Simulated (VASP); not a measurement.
# AlCr2C (P6_3/mmc) in VASP: a series of runs, part 3 of 3

VASP 6.6.1.

**5. Single point, PBE (volume scaled by 1.03, then relaxed in part)**

Input file INCAR:

```
PREC = Accurate
ENCUT = 520
EDIFF = 1E-6
ISMEAR = 0
SIGMA = 0.1
LREAL = F
LASPH = T
NELM = 100
ALGO = Normal
ISIF = 2
LWAVE = F
LCHARG = F
GGA = PE
NBANDS = 41
```

Input file KPOINTS:

```
regular mesh
0
Gamma
  12 12 4
```

Input file POSCAR:

```
AlCr2C
1.0
    2.8703095481      0.0000000000      0.0000000000
   -1.4351547741      2.4857609853      0.0000000000
    0.0000000000      0.0000000000     12.8127146042
Al Cr C
2 4 2
Direct
    0.6666666667      0.3333333333      0.2500000000
    0.3333333333      0.6666666667      0.7500000000
    0.3333333333      0.6666666667      0.4168342702
    0.6666666667      0.3333333333      0.9168342702
    0.6666666667      0.3333333333      0.5831657298
    0.3333333333      0.6666666667      0.0831657298
    0.0000000000      0.0000000000      0.5000000000
    0.0000000000      0.0000000000      0.0000000000
```

Potentials or basis: VASP PAW PBE potentials, release 64 (Al, Cr_pv, C).

Command:

```bash
$ cat potpaw_PBE.64/Al/POTCAR potpaw_PBE.64/Cr_pv/POTCAR potpaw_PBE.64/C/POTCAR > POTCAR
$ mpirun -np 1 vasp_std > vasp.out
```

OUTCAR:

```text
PREC = Accurate
   ENCUT = 520
   EDIFF = 1E-6
   ISMEAR = 0
   LREAL = F
   LASPH = T
   NELM = 100
   ISIF = 2
   GGA = PE

 ion  position               nearest neighbor table
   1  0.667  0.333  0.250-   3 2.70   6 2.70   3 2.70   6 2.70   3 2.70   6 2.70
   2  0.333  0.667  0.750-   4 2.70   5 2.70   4 2.70   5 2.70   4 2.70   5 2.70
   3  0.333  0.667  0.417-   7 1.97   7 1.97   7 1.97   5 2.70   5 2.70   5 2.70   1 2.70   1 2.70
                             1 2.70
   4  0.667  0.333  0.917-   8 1.97   8 1.97   8 1.97   6 2.70   6 2.70   6 2.70   2 2.70   2 2.70
                             2 2.70
   5  0.667  0.333  0.583-   7 1.97   7 1.97   7 1.97   3 2.70   3 2.70   3 2.70   2 2.70   2 2.70
                             2 2.70
   6  0.333  0.667  0.083-   8 1.97   8 1.97   8 1.97   4 2.70   4 2.70   4 2.70   1 2.70   1 2.70
                             1 2.70
   7  0.000  0.000  0.500-   3 1.97   5 1.97   3 1.97   5 1.97   5 1.97   3 1.97
   8  0.000  0.000  0.000-   4 1.97   6 1.97   6 1.97   4 1.97   4 1.97   6 1.97

  LATTYP: Found a hexagonal cell.
 ALAT       =     2.8703095481
 C/A-ratio  =     4.4638790310

  Lattice vectors:

 A1 = (   2.8703095481,   0.0000000000,   0.0000000000)
 A2 = (  -1.4351547741,   2.4857609853,   0.0000000000)
 A3 = (   0.0000000000,   0.0000000000,  12.8127146042)

Analysis of symmetry for initial positions (statically):
=====================================================================
 Subroutine PRICEL returns:
 Original cell was already a primitive cell.

 Routine SETGRP: Setting up the symmetry group for a
 hexagonal supercell.

 Subroutine GETGRP returns: Found 24 space group operations
 (whereof 12 operations were pure point group operations)
 out of a pool of 24 trial point group operations.

The static configuration has the point symmetry D_3d.
 The point group associated with its full space group is D_6h.

Analysis of symmetry for dynamics (positions and initial velocities):
[... 149 lines left out ...]
   GGA     = PE    functional components
   LHFCALC =     F    Hartree Fock is set to
   AEXX    =    0.0000 exact exchange contribution
   IVDW    =     0    specifies the selected vdW correction
   LEPSILON=     F    determine dielectric tensor
   LRPA    =     F    only Hartree local field effects (RPA)
 non-spin polarized calculation
 Gauss-broadening in eV      SIGMA  =   0.10
  energy-cutoff  :      520.00
  volume of cell :       91.42
 maximum number of plane-waves:      2496
 NGX is ok and might be reduce to    24
   NGX = 11   NGY = 11   NGZ = 47

 number of electron      62.0000017 magnetization

 Free energy of the ion-electron system (eV)
  ---------------------------------------------------
  ext. energy  EPLUGINS =         0.00000000
  ---------------------------------------------------
  free energy    TOTEN  =       -65.45792735 eV

  energy without entropy =      -65.42497164  energy(sigma->0) =      -65.44144949

 E-fermi :   9.5680     XC(G=0): -12.3046

 val. band max:        9.5481062332   @ k =   0.1667   0.0833   0.2500
 cond. band min:       9.5787921394   @ k =   0.3333   0.0000   0.0000
 fundamental gap:      0.0306859062
 Fermi energy:         9.5679573083

 k-point     1 :       0.0000    0.0000    0.0000
  band No.  band energies     occupation
      1     -33.8197      2.00000
      2     -33.8186      2.00000
      3     -33.6339      2.00000
      4     -33.6339      2.00000
      5     -33.6339      2.00000
      6     -33.6339      2.00000
[... 1045 lines left out ...]
     40      12.4349      0.00000
     41      12.6817      0.00000

 [... further k-points ...]

------------------------ aborting loop because EDIFF is reached ----------------------------------------

  FORCE on cell =-STRESS in cart. coord.  units (eV):
  Direction    XX          YY          ZZ          XY          YZ          ZX
  --------------------------------------------------------------------------------------
  -------------------------------------------------------------------------------------
  Total       -2.8773116     -2.8773116     -2.9362809      0.0000000      0.0000000      0.0000000
  in kB      -50.4275918    -50.4275918    -51.4610840      0.0000000      0.0000000      0.0000000
  external PRESSURE =     -50.7720892 kB  Pullay stress =       0.0000000 kB

 VOLUME and BASIS-vectors are now :
 -----------------------------------------------------------------------------
  energy-cutoff  :      520.00
  volume of cell :       91.42
      direct lattice vectors                 reciprocal lattice vectors
     2.870309548  0.000000000  0.000000000     0.348394479  0.201145646  0.000000000
    -1.435154774  2.485760985  0.000000000     0.000000000  0.402291293  0.000000000
     0.000000000  0.000000000 12.812714604     0.000000000  0.000000000  0.078047473

 POSITION                                       TOTAL-FORCE (eV/Angst)
 -----------------------------------------------------------------------------------
      1.43515      0.82859      3.20318         0.000000      0.000000     -0.000000
     -0.00000      1.65717      9.60954        -0.000000     -0.000000     -0.000000
     -0.00000      1.65717      5.34078        -0.000000      0.000000     -0.042298
      1.43515      0.82859     11.74714        -0.000000     -0.000000     -0.042298
      1.43515      0.82859      7.47194         0.000000     -0.000000      0.042298
     -0.00000      1.65717      1.06558         0.000000      0.000000      0.042298
      0.00000      0.00000      6.40636        -0.000000     -0.000000      0.000000
      0.00000      0.00000      0.00000         0.000000     -0.000000      0.000000
 -----------------------------------------------------------------------------------
    total drift:                               -0.000000      0.000000     -0.000000

  FREE ENERGIE OF THE ION-ELECTRON SYSTEM (eV)
  ---------------------------------------------------
  free  energy   TOTEN  =       -65.4579273465 eV

  energy  without entropy=      -65.4249716372  energy(sigma->0) =      -65.44144949
```

OSZICAR:

```text
N       E                     dE             d eps       ncg     rms          rms(c)
DAV:   1     0.733377075692E+03    0.73338E+03   -0.33660E+04  4690   0.168E+03
DAV:   2    -0.157991718457E+02   -0.74918E+03   -0.72155E+03  4686   0.506E+02
DAV:   3    -0.794601266081E+02   -0.63661E+02   -0.61592E+02  6132   0.145E+02
DAV:   4    -0.815743104014E+02   -0.21142E+01   -0.20861E+01  5878   0.242E+01
DAV:   5    -0.816167646587E+02   -0.42454E-01   -0.42407E-01  5859   0.379E+00    0.419E+01
DAV:   6    -0.738405083513E+02    0.77763E+01   -0.23538E+02  6179   0.973E+01    0.237E+01
DAV:   7    -0.661596335109E+02    0.76809E+01   -0.80805E+01  5939   0.619E+01    0.934E+00
DAV:   8    -0.655443213825E+02    0.61531E+00   -0.56326E+00  5648   0.136E+01    0.287E+00
DAV:   9    -0.654630546083E+02    0.81267E-01   -0.57439E-01  6330   0.442E+00    0.953E-01
DAV:  10    -0.654585760452E+02    0.44786E-02   -0.33038E-02  5582   0.139E+00    0.339E-01
DAV:  11    -0.654579715470E+02    0.60450E-03   -0.56205E-03  6362   0.359E-01    0.902E-02
DAV:  12    -0.654579305120E+02    0.41035E-04   -0.51451E-04  5878   0.186E-01    0.321E-02
DAV:  13    -0.654579310965E+02   -0.58447E-06   -0.47848E-05  6739   0.445E-02    0.138E-02
DAV:  14    -0.654579274788E+02    0.36177E-05   -0.31961E-06  4670   0.157E-02    0.242E-03
DAV:  15    -0.654579273465E+02    0.13230E-06   -0.57082E-07  3124   0.503E-03
   1 F= -.65457927E+02 E0= -.65441449E+02  d E =-.329557E-01
```

stdout:

```text
POSCAR found type information on POSCAR AlCrC
 POSCAR found :  3 types and       8 ions
 scaLAPACK will be used
 LDA part: xc-table for (Slater+PW92), standard interpolation
 POSCAR, INCAR and KPOINTS ok, starting setup
 FFT: planning ... GRIDC
 FFT: planning ... GRID_SOFT
 FFT: planning ... GRID
 WAVECAR not read
 entering main loop
```

Wall time 2 min (1 thread of Intel Xeon 6975P-C (Granite Rapids), shared host); peak memory 0.32 GiB.

Results:

```
Free energy            : -65.4579 eV
Pressure               : -5.1 GPa
Largest force          : 0.042 eV/Å
Band gap on the k mesh : zero (band 31 reaches 9.96 eV, above the bottom of band 32 at 9.14 eV)
```

Forces on the atoms (eV/Å):
```
Al   0.000  0.000  0.000
Al   0.000  0.000  0.000
Cr   0.000  0.000 -0.042
Cr   0.000  0.000 -0.042
Cr   0.000  0.000  0.042
Cr   0.000  0.000  0.042
C    0.000  0.000  0.000
C    0.000  0.000  0.000
```

Levels at points of the mesh, in eV from the Fermi level:
```tsv
k point	band 29	band 30	band 31	band 32	band 33	band 34
(0.00, 0.00, 0.00)	-1.02	-1.02	-0.21	-0.21	-0.18	-0.18
(0.50, 0.00, 0.00)	0.13	0.31	0.40	0.41	0.74	0.75
(0.00, 0.00, 0.50)	-1.03	-1.03	-0.19	-0.19	-0.19	-0.19
(0.50, 0.00, 0.50)	0.27	0.27	0.36	0.36	0.75	0.75
```

**6. Overview**

```tsv
cell	gap on the mesh (eV)	pressure (GPa)	largest force (eV/Å)
a = 2.782, b = 2.782, c = 12.450 Å, angles 90.0, 90.0, 120.0°, 8 atoms	none	13.4	0.05
a = 2.812, b = 2.812, c = 12.569 Å, angles 90.0, 90.0, 120.0°, 8 atoms	none	6.2	0.05
a = 2.842, b = 2.842, c = 12.690 Å, angles 90.0, 90.0, 120.0°, 8 atoms	none	0.1	0.04
a = 2.870, b = 2.870, c = 12.813 Å, angles 90.0, 90.0, 120.0°, 8 atoms	none	-5.1	0.04
```

Alike in all rows: task single point; level PBE; potentials or basis VASP PAW PBE potentials, release 64 (Al, Cr_pv, C); no spin polarisation; k mesh 12 × 12 × 4; cutoff (eV) 520; smearing gaussian 0.1 eV.

Total energies depend on the potentials used, so only differences within one code and one set of settings carry meaning.
